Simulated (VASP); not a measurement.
A run of VASP 6.6.1:

Contents of INCAR:

```
SYSTEM = BN
PREC = Accurate
ENCUT = 520
EDIFF = 1E-6
ISMEAR = 0
SIGMA = 0.05
LREAL = .False.
LASPH = .True.
NELM = 100
ALGO = Normal
ISIF = 2
LWAVE = .False.
LCHARG = .True.
GGA = PS
LELF = .True.
LVHAR = .True.
NBANDS = 16
```

File KPOINTS:

```
regular mesh
0
Gamma
  12 12 4
  0 0 0
```

Contents of POSCAR:

```
BN
1.0
    2.5018308166      0.0000000000      0.0000000000
   -1.2509154083      2.1666490431      0.0000000000
    0.0000000000      0.0000000000      6.5380344730
B N
2 2
Direct
    0.3333333333      0.6666666667      0.2500000000
    0.6666666667      0.3333333333      0.7500000000
    0.3333333333      0.6666666667      0.7500000000
    0.6666666667      0.3333333333      0.2500000000
```

Potentials or basis: VASP PAW PBE potentials, release 64 (B, N).

Command:

```console
$ cat potpaw_PBE.64/B/POTCAR potpaw_PBE.64/N/POTCAR > POTCAR
$ mpirun -np 1 vasp_std > vasp.out
```

Hardware: 1 thread of Intel(R) Xeon(R) Platinum 8259CL CPU @ 2.50GHz (Skylake/Cascade Lake), on a shared host.

Q: Estimate the wall time of this run.

A: Wall time 38 s on 1 thread of Intel(R) Xeon(R) Platinum 8259CL CPU @ 2.50GHz (Skylake/Cascade Lake) (shared host), peak memory 0.15 GiB. Counts: scf iterations 13, k points 57.
